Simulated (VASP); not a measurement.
# NaF (P6_3/mmc) in VASP: relaxation of cell and atoms with r2SCAN

Aim: the relaxation of cell and atoms of NaF with r2SCAN.

Everything below comes from runs of VASP 6.6.1. Logs are shortened: lines on timing, memory, paths and dates and some standing lists are left out, and cuts for length are marked.

## Step 1: The cell of the first run

It takes space group P6_3/mmc (No. 194, hexagonal). Conventional cell: a = 3.942 Å, b = 3.942 Å, c = 4.656 Å, α = 90.00°, β = 90.00°, γ = 120.00°. Within 3.0 Å of Na (site symmetry -6m2) lie 5 F at 2.28 to 2.33 Å. Within 3.0 Å of F (site symmetry -6m2) lie 5 Na at 2.28 to 2.33 Å.

## Step 2: Relaxation of cell and atoms, r2SCAN

Input file POSCAR:

```
NaF
1.0
    3.9420097754      0.0000000000      0.0000000000
   -1.9710048877      3.4138806075      0.0000000000
    0.0000000000      0.0000000000      4.6556069686
Na F
2 2
Direct
    0.3333333333      0.6666666667     -0.0624980977
    0.6666666667      0.3333333333      0.4375019023
    0.3333333333      0.6666666667      0.4374980977
    0.6666666667      0.3333333333      0.9374980977
```

Input file INCAR.step1:

```
SYSTEM = NaF
PREC = Accurate
ENCUT = 600
ISMEAR = -1
SIGMA = 0.02
LREAL = .FALSE.
LASPH = .TRUE.
NELM = 100
GGA = PE
ALGO = Normal
EDIFF = 1E-4
LWAVE = .TRUE.
LCHARG = .FALSE.
```

Input file INCAR.step2:

```
SYSTEM = NaF
PREC = Accurate
ENCUT = 600
EDIFF = 1E-6
ISMEAR = -1
SIGMA = 0.02
LREAL = .FALSE.
LASPH = .TRUE.
NELM = 100
ALGO = Normal
ISIF = 3
LWAVE = .FALSE.
LCHARG = .FALSE.
METAGGA = R2SCAN
LMIXTAU = .TRUE.
IBRION = 2
NSW = 80
EDIFFG = -0.005
ISTART = 1
```

Input file KPOINTS:

```
Automatic mesh
0
G
  6 6 6
  0 0 0
```

Potentials or basis: VASP PAW PBE potentials, release 64 (Na_pv, F).

Launch:

```console
cat potpaw_PBE.64/Na_pv/POTCAR potpaw_PBE.64/F/POTCAR > POTCAR
cp INCAR.step1 INCAR
mpirun -np 1 vasp_std > vasp.out
cp INCAR.step2 INCAR
mpirun -np 1 vasp_std > vasp.out
```

OUTCAR:

```text
SYSTEM = NaF
   PREC = Accurate
   ENCUT = 600
   EDIFF = 1E-6
   ISMEAR = -1
   LREAL = .FALSE.
   LASPH = .TRUE.
   NELM = 100
   ISIF = 3
   METAGGA = R2SCAN
   IBRION = 2
   NSW = 80
   EDIFFG = -0.005
   ISTART = 1

 ion  position               nearest neighbor table
   1  0.333  0.667  0.938-   4 2.28   4 2.28   4 2.28   3 2.33   3 2.33
   2  0.667  0.333  0.438-   3 2.28   3 2.28   3 2.28   4 2.33   4 2.33
   3  0.333  0.667  0.437-   2 2.28   2 2.28   2 2.28   1 2.33   1 2.33
   4  0.667  0.333  0.937-   1 2.28   1 2.28   1 2.28   2 2.33   2 2.33

  LATTYP: Found a hexagonal cell.
 ALAT       =     3.9420097754
 C/A-ratio  =     1.1810236995

  Lattice vectors:

 A1 = (   3.9420097754,   0.0000000000,   0.0000000000)
 A2 = (  -1.9710048877,   3.4138806075,   0.0000000000)
 A3 = (   0.0000000000,   0.0000000000,   4.6556069686)

Analysis of symmetry for initial positions (statically):
=====================================================================
 Subroutine PRICEL returns:
 Original cell was already a primitive cell.

 Routine SETGRP: Setting up the symmetry group for a
 hexagonal supercell.

 Subroutine GETGRP returns: Found 24 space group operations
 (whereof  6 operations were pure point group operations)
 out of a pool of 24 trial point group operations.

The static configuration has the point symmetry C_3v.
 The point group associated with its full space group is D_6h.

Analysis of symmetry for dynamics (positions and initial velocities):
=====================================================================
 Subroutine PRICEL returns:
 Original cell was already a primitive cell.

 Routine SETGRP: Setting up the symmetry group for a
 hexagonal supercell.

 Subroutine GETGRP returns: Found 24 space group operations
 (whereof  6 operations were pure point group operations)
 out of a pool of 24 trial point group operations.

The dynamic configuration has the point symmetry C_3v.
 The point group associated with its full space group is D_6h.

 Subroutine INISYM returns: Found 24 space group operations
 (whereof  6 operations are pure point group operations),
 and found     1 'primitive' translations

----------------------------------------------------------------------------------------

                                     Primitive cell

  volume of cell :      62.6531

  direct lattice vectors                    reciprocal lattice vectors
     3.942009775  0.000000000  0.000000000     0.253677707  0.146460892  0.000000000
    -1.971004888  3.413880607  0.000000000     0.000000000  0.292921785  0.000000000
     0.000000000  0.000000000  4.655606969     0.000000000  0.000000000  0.214794764

  length of vectors
     3.942009775  3.942009775  4.655606969     0.292921785  0.292921785  0.214794764

  position of ions in fractional coordinates (direct lattice)
     0.333333333  0.666666667  0.937501902
     0.666666667  0.333333333  0.437501902
     0.333333333  0.666666667  0.437498098
     0.666666667  0.333333333  0.937498098

  ion indices of the primitive-cell ions
   primitive index   ion index
                 1           1
                 2           2
                 3           3
                 4           4

----------------------------------------------------------------------------------------

 KPOINTS: Automatic mesh

Automatic generation of k-mesh.
 Grid dimensions read from file:
 generate k-points for:    6    6    6

 Generating k-lattice:

  Cartesian coordinates                     Fractional coordinates (reciprocal lattice)
     0.042279618  0.024410149  0.000000000     0.166666667 -0.000000000  0.000000000
     0.000000000  0.048820297  0.000000000     0.000000000  0.166666667  0.000000000
     0.000000000  0.000000000  0.035799127     0.000000000  0.000000000  0.166666667

  Length of vectors
     0.048820297  0.048820297  0.035799127

  Shift w.r.t. Gamma in fractional coordinates (k-lattice)
     0.000000000  0.000000000  0.000000000

 Subroutine IBZKPT returns following result:
 ===========================================

 Found     28 irreducible k-points:

 Following reciprocal coordinates:
            Coordinates               Weight
  0.000000  0.000000  0.000000      1.000000
  0.166667  0.000000  0.000000      6.000000
  0.333333  0.000000  0.000000      6.000000
  0.500000  0.000000  0.000000      3.000000
  0.166667  0.166667  0.000000      6.000000
  0.333333  0.166667  0.000000     12.000000
[... 16 lines left out ...]
  0.166667  0.000000  0.500000      6.000000
  0.333333  0.000000  0.500000      6.000000
 [... further k-points ...]
   k-points           NKPTS =     28   k-points in BZ     NKDIM =     28   number of bands    NBANDS=     18
   number of dos      NEDOS =    301   number of ions     NIONS =      4
   total plane-waves  NPLWV =  40960
   dimension x,y,z NGX =    32 NGY =   32 NGZ =   40
   dimension x,y,z NGXF=    64 NGYF=   64 NGZF=   80
   ions per type =               2   2
   NGX,Y,Z   is equivalent  to a cutoff of  13.50, 13.50, 14.28 a.u.
   NGXF,Y,Z  is equivalent  to a cutoff of  26.99, 26.99, 28.57 a.u.
 SYSTEM =  NaF
   PREC   = accura    normal or accurate (medium, high low for compatibility)
   ISTART =      1    job   : 0-new  1-cont  2-samecut
   ICHARG =      0    charge: 1-file 2-atom 10-const
   ISPIN  =      1    spin polarized calculation?
   LNONCOLLINEAR =      F non collinear calculations
   LSORBIT =      F    spin-orbit coupling
   LASPH  =      T    aspherical Exc in radial PAW
   ENCUT  =  600.0 eV  44.10 Ry    6.64 a.u.   7.87  7.87  9.30*2*pi/ulx,y,z
   NELM   =    100;   NELMIN=  2; NELMDL=  0     # of ELM steps
   EDIFF  = 0.1E-05   stopping-criterion for ELM
   LREAL  =      F    real-space projection
   EDIFFG = -.5E-02   stopping-criterion for IOM
   NSW    =     80    number of steps for IOM
   IBRION =      2    ionic relax: 0-MD 1-quasi-New 2-CG
   NFREE  =      1    steps in history (QN), initial steepest desc. (CG)
   ISIF   =      3    stress and relaxation
   ISYM   =      2    0-nonsym 1-usesym 2-fastsym
   POTIM  = 0.5000    time-step for ionic-motion
   TEBEG  =    0.0;   TEEND  =   0.0 temperature during run
   PSTRESS=    0.0 pullay stress
   NELECT =      28.0000    total number of electrons
   NUPDOWN=      -1.0000    fix difference up-down
   EMIN   =  10.00;   EMAX   =-10.00  energy-range for DOS
   EFERMI =   0.00;   METHOD = LEGACY
   ISMEAR =    -1;   SIGMA  =   0.02  broadening in eV -4-tet -1-fermi 0-gaus
   EFERMI_NEDOS =   21; number of points for ismear=-14 and -15
   IALGO  =     38    algorithm
   IMIX   =      4    mixing-type and parameters
     AMIX     =   0.40;   BMIX     =  1.00
     AMIX_MAG =   1.60;   BMIX_MAG =  1.00
  volume/ion in A,a.u.               =      15.66       105.70
  Fermi-wavevector in a.u.,A,eV,Ry     =   1.251642  2.365260 21.314985  1.566607
  Thomas-Fermi vector in A             =   2.385580
   LORBIT       =      0    0 simple, 1 ext, 2 COOP (PROOUT), +10 PAW based schemes
   METAGGA = R2SCAN    functional components
   LHFCALC =     F    Hartree Fock is set to
   AEXX    =    0.0000 exact exchange contribution
   IVDW    =     0    specifies the selected vdW correction
   LEPSILON=     F    determine dielectric tensor
   LRPA    =     F    only Hartree local field effects (RPA)
 conjugate gradient relaxation of ions
 non-spin polarized calculation
  energy-cutoff  :      600.00
  volume of cell :       62.65
 maximum number of plane-waves:      2118
 NGX is ok and might be reduce to    32
   NGX = 15   NGY = 15   NGZ = 19

--------------------------------------- Ionic step        1  -------------------------------------------

 number of electron      27.9999994 magnetization

 Free energy of the ion-electron system (eV)
  ---------------------------------------------------
  ext. energy  EPLUGINS =         0.00000000
  ---------------------------------------------------
  free energy    TOTEN  =       -24.91126654 eV

  energy without entropy =      -24.91126654  energy(sigma->0) =      -24.91126654

------------------------ aborting loop because EDIFF is reached ----------------------------------------

  FORCE on cell =-STRESS in cart. coord.  units (eV):
  Direction    XX          YY          ZZ          XY          YZ          ZX
  --------------------------------------------------------------------------------------
  -------------------------------------------------------------------------------------
  Total       -0.9812463     -0.9812463     -1.2332357      0.0000000      0.0000000      0.0000000
  in kB      -25.0926355    -25.0926355    -31.5365608      0.0000000      0.0000000      0.0000000
  external PRESSURE =     -27.2406106 kB  Pullay stress =       0.0000000 kB
[... 289 lines left out ...]
  energy  without entropy=      -24.9576503834  energy(sigma->0) =      -24.95765038

--------------------------------------- Ionic step        9  -------------------------------------------

 number of electron      28.0000010 magnetization

 Free energy of the ion-electron system (eV)
  ---------------------------------------------------
  ext. energy  EPLUGINS =         0.00000000
  ---------------------------------------------------
  free energy    TOTEN  =       -24.95763699 eV

  energy without entropy =      -24.95763699  energy(sigma->0) =      -24.95763699

 E-fermi :  -2.9585     XC(G=0):  -8.7761

 val. band max:       -3.3528867075   @ k =   0.0000   0.0000   0.0000
 cond. band min:       3.0489551167   @ k =   0.0000   0.0000   0.0000
 fundamental gap:      6.4018418242
 Fermi energy:        -2.9585269038

 k-point     1 :       0.0000    0.0000    0.0000
  band No.  band energies     occupation
      1     -23.6276      2.00000
      2     -23.3988      2.00000
      3     -22.9621      2.00000
      4     -22.9144      2.00000
      5     -22.9142      2.00000
      6     -22.8642      2.00000
[... 10 lines left out ...]
     17      10.5906      0.00000
     18      13.1813      0.00000
[... 466 lines left out ...]
      2     -23.9983      2.00000
      3     -22.8958      2.00000
      4     -22.8958      2.00000
      5     -22.8461      2.00000
      6     -22.8461      2.00000
[... 10 lines left out ...]
     17      11.1624      0.00000
     18      11.1624      0.00000

 [... further k-points ...]

------------------------ aborting loop because EDIFF is reached ----------------------------------------

  FORCE on cell =-STRESS in cart. coord.  units (eV):
  Direction    XX          YY          ZZ          XY          YZ          ZX
  --------------------------------------------------------------------------------------
  -------------------------------------------------------------------------------------
  Total       -0.0155011     -0.0155011     -0.0123753      0.0000000     -0.0000000     -0.0000000
  in kB       -0.4276687     -0.4276687     -0.3414284      0.0000000     -0.0000000     -0.0000000
  external PRESSURE =      -0.3989219 kB  Pullay stress =       0.0000000 kB
[... 19 lines left out ...]
  FREE ENERGIE OF THE ION-ELECTRON SYSTEM (eV)
  ---------------------------------------------------
  free  energy   TOTEN  =       -24.9576369938 eV

  energy  without entropy=      -24.9576369938  energy(sigma->0) =      -24.95763699

 reached required accuracy - stopping structural energy minimisation
```

Run time: 7.4 min. Hardware: 1 thread of Intel Xeon Platinum 8488C (Sapphire Rapids), shared host; peak memory 0.22 GiB.

What came out:

| Property | Result |
| --- | --- |
| Free energy | -24.9576 eV |
| Relaxed volume | 14.52 Å³/atom |
| Relaxed cell | a = 3.847 Å, b = 3.847 Å, c = 4.530 Å, α = 90.00°, β = 90.00°, γ = 120.00° |
| Space group after relaxing (to 0.1 Å) | P6_3/mmc (No. 194) |
| Energy gained by relaxing | 11.6 meV/atom |
| Ionic steps | 9 |
| Pressure after relaxing | 0.0 GPa |
| Band gap on the k mesh | 6.40 eV |

Step by step:
| step | energy change (eV) | largest force (eV/Å) | pressure (GPa) | volume (Å³) |
| --- | --- | --- | --- | --- |
| 1 | 0.0000 | 0.0000 | -2.72 | 62.65 |
| 2 | -0.0338 | 0.0000 | -1.51 | 60.27 |
| 3 | -0.0440 | 0.0000 | -0.64 | 58.91 |
| 4 | -0.0384 | 0.0000 | 1.63 | 56.26 |
| 5 | -0.0462 | 0.0000 | -0.08 | 58.15 |
| 6 | -0.0463 | 0.0000 | -0.02 | 58.06 |
| 7 | -0.0463 | 0.0000 | 0.06 | 57.97 |
| 8 | -0.0464 | 0.0000 | 0.02 | 58.02 |
| 9 | -0.0464 | 0.0000 | -0.04 | 58.07 |

Final structure:
```
CELL_PARAMETERS angstrom
3.84732 0.00000 0.00000
-1.92366 3.33188 0.00000
0.00000 0.00000 4.53021
ATOMIC_POSITIONS crystal
Na 0.33333 0.66667 0.93750
Na 0.66667 0.33333 0.43750
F 0.33333 0.66667 0.43750
F 0.66667 0.33333 0.93750
```

Caveat: the structure was generated, so it needn't be the stable form of NaF; the PAW data sets were made with another functional, which shifts forces and pressure a little. A k mesh can miss the band edges.
